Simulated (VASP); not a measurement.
C: single point with PBEsol+D3(BJ)

C:

```
CELL_PARAMETERS angstrom
1.22905 0.70959 3.28297
-1.22905 0.70959 3.28297
0.00000 -1.41918 3.28297
ATOMIC_POSITIONS crystal
C 0.18389 0.18389 0.14162
C 0.81611 0.81611 0.85838
```

This cell differs from its parent crystal: mode 4 frozen in at +0.032 Å and mode 6 at +0.060 Å (largest displacements).

```yaml
Program: VASP 6.6.1
Task: single point
Functional: PBEsol
Dispersion: D3(BJ)
Potentials_or_basis: VASP PAW PBE potentials, release 64 (C)
Cutoff: 520 eV
k_mesh: 15 × 15 × 15
Occupations: gaussian, width 0.05 eV
Spin: no spin polarisation
Dipole_correction: no
Further_INCAR_settings: ALGO = Normal; EDIFF = 1e-06; NBANDS = 11
```

```yaml
Pressure: 6.3 GPa
Largest_force: 5.657 eV/Å
Band_gap_on_the_k_mesh: 0.50 eV, indirect (least direct gap 0.57 eV)
Dispersion_energy_per_atom: -0.113 eV
```

Forces in eV/Å, atoms in the order of the input:
```
C    0.000 -5.577 -0.950
C    0.000  5.577  0.950
```

Stress tensor (GPa, compression positive):
```
22.75  0.00  0.00
 0.00 -3.37 -3.27
 0.00 -3.27 -0.46
```

Levels at points of the mesh, in eV from the valence-band top:
```
           k point  band 1  band 2  band 3  band 4  band 5  band 6  band 7  band 8  band 9
(0.00, 0.00, 0.00)  -19.47   -6.28   -4.43   -0.75    4.37    6.33   11.07   11.89   13.26
```

It took 2.2 min on 1 thread of Intel(R) Xeon(R) 6975P-C (Granite Rapids) (shared host), peak memory 0.27 GiB.

Caveat: the cell differs from its parent crystal (mode 4 frozen in at +0.032 Å and mode 6 at +0.060 Å (largest displacements)); the PAW data sets were made with another functional, which shifts forces and pressure a little. A k mesh can miss the band edges.
